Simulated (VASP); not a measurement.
Wanted: the native input for a VASP 6.6.1 run.

* Task: single point
* Functional: PBEsol
* Potentials or basis: VASP PAW PBE potentials, release 64 (Ba_sv, Ti_sv, O)
* Cutoff: 520 eV
* k mesh: 8 × 8 × 8
* Occupations: gaussian, width 0.05 eV
* Spin: no spin polarisation
* Dipole correction: no
* Further INCAR settings: ALGO = Normal; EDIFF = 1e-06; NBANDS = 28

The structure of BaTiO3 lies in POSCAR:

```
BaTiO3
1.0
    3.8784175505      0.0000000000      0.0000000000
    0.0000000000      2.7427296011      2.7427921540
    0.0000000000     -2.7427296011      2.7427921540
Ba Ti O
1 1 3
Direct
    0.0000000000     -0.0004845946     -0.0004845946
    0.5000000000      0.4998353572      0.4998353572
    0.0000000000      0.4991750060      0.4991750060
    0.5000000000      0.4991840050      0.9991702264
    0.5000000000      0.9991702264      0.4991840050
```

The input as run:

INCAR

```
PREC     = Accurate       # precision mode
ENCUT    = 520            # plane-wave cutoff, eV
EDIFF    = 1E-6           # SCF threshold, eV
ISMEAR   = 0              # smearing method
SIGMA    = 0.05           # smearing width, eV
LREAL    = False          # projectors in reciprocal space
LASPH    = True           # aspherical terms in the spheres
NELM     = 60             # most SCF steps
ALGO     = Normal         # electronic algorithm
ISIF     = 2              # what is computed and relaxed
LWAVE    = False          # write WAVECAR
LCHARG   = False          # write CHGCAR
GGA      = PS             # functional
NBANDS   = 28             # bands
```

KPOINTS

```
Automatic mesh
0
Gamma
  8 8 8
```

Potentials or basis: VASP PAW PBE potentials, release 64 (Ba_sv, Ti_sv, O).

Run with:

```bash
$ cat potpaw_PBE.64/Ba_sv/POTCAR potpaw_PBE.64/Ti_sv/POTCAR potpaw_PBE.64/O/POTCAR > POTCAR
$ mpirun -np 1 vasp_std > vasp.out
```

It gave:

```yaml
Pressure: 17.3 GPa
Largest_force: 0.005 eV/Å
Band_gap_on_the_k_mesh: 1.87 eV (least direct gap 1.91 eV)
```

Caveat: the cell stands under pressure; the PAW data sets were made with another functional, which shifts forces and pressure a little; spin-orbit coupling is left out, which moves the levels of the heavy elements.

Run time: 2.9 min on 1 thread of Intel(R) Xeon(R) Platinum 8488C (Sapphire Rapids) (shared host), peak memory 0.29 GiB.
